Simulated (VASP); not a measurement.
Crystal: AlInAsP3.

```
Al In P As
1.0
     4.75058    0.00000    0.00000
    -2.37529    4.11412    0.00000
     0.00000    0.00000    7.34206
Al In P As
1 1 3 1
Direct
  0.00000 0.00000 0.00000
  0.33333 0.66667 0.00000
  0.66667 0.33333 0.65266
  0.66667 0.33333 0.34734
  0.33333 0.66667 0.50000
  0.66667 0.33333 0.00000
```

The cell was generated, and may not be a known phase.

```yaml
Program: VASP 6.6.1
Task: relaxation of cell and atoms
Functional: PBE
Potentials_or_basis: VASP PAW PBE potentials, release 64 (Al, In_d, P, As)
Cutoff: 500 eV
k_mesh: 6 × 6 × 4
Occupations: gaussian, width 0.1 eV
Spin: no spin polarisation
```

At the start: pressure -0.1 GPa; volume 23.92 Å³/atom.

Where does the relaxation end?

Over 9 steps the energy falls by 15.8 meV/atom and the volume is 23.94 Å³/atom (+0.1 %); space group P-6m2 (No. 187, to 0.1 Å) before and after.

The path:
```csv
step,energy change (eV),largest force (eV/Å),pressure (GPa),volume (Å³)
1,0.0000,0.0761,-0.14,143.50
2,-0.0434,0.1410,-0.26,143.02
3,-0.0630,0.0999,1.41,141.32
4,-0.0900,0.0566,0.24,142.25
5,-0.0920,0.0137,0.52,142.00
6,-0.0922,0.0234,0.45,142.06
7,-0.0941,0.0723,-0.12,143.87
8,-0.0943,0.0529,0.00,143.49
9,-0.0945,0.0050,0.00,143.67
```

Final structure:
```yaml
crystal:
  lattice:
    - [4.86098, 0.00000, 0.00000]
    - [-2.43049, 4.20974, 0.00000]
    - [0.00000, 0.00000, 7.02076]
  atoms:
    - { symbol: Al, position: [0.00000, 0.00000, 0.00000] }
    - { symbol: In, position: [0.33333, 0.66667, 0.00000] }
    - { symbol: P, position: [0.66667, 0.33333, 0.65382] }
    - { symbol: P, position: [0.66667, 0.33333, 0.34618] }
    - { symbol: P, position: [0.33333, 0.66667, 0.50000] }
    - { symbol: As, position: [0.66667, 0.33333, 0.00000] }
```
